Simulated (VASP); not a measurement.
Crystal: Pd.

```
CELL_PARAMETERS angstrom
0.00000 1.98468 1.98468
1.98468 0.00000 1.98468
1.98468 1.98468 0.00000
ATOMIC_POSITIONS crystal
Pd 0.00000 0.00000 0.00000
```

Base run:

* Program: VASP 6.6.1
* Functional: r2SCAN
* Dispersion: D4
* Potentials or basis: VASP PAW PBE potentials, release 64 (Pd)
* Cutoff: 520 eV
* k mesh: 12 × 12 × 12
* Occupations: fermi-dirac, width 0.05 eV
* Spin: no spin polarisation

Its results: band gap on the k mesh zero (band 5 reaches 8.92 eV, above the bottom of band 6 at 7.40 eV); pressure -8.7 GPa.

Problem. After a change of settings the same cell gave: band gap on the k mesh zero (band 5 reaches 9.58 eV, above the bottom of band 6 at 8.13 eV); pressure -2.3 GPa. Which change was it?
A. functional from r2SCAN to revPBE; dispersion from D4 to D3(BJ)
B. functional from r2SCAN to PBE; dispersion from D4 to D3(BJ)
C. functional from r2SCAN to SVWN5; dispersion from D4 to none
D. functional from r2SCAN to BLYP

Solution. D.

Caveats: the PAW data sets were made with another functional, which shifts forces and pressure a little; pairwise dispersion overbinds metals, which lowers pressure and volume.
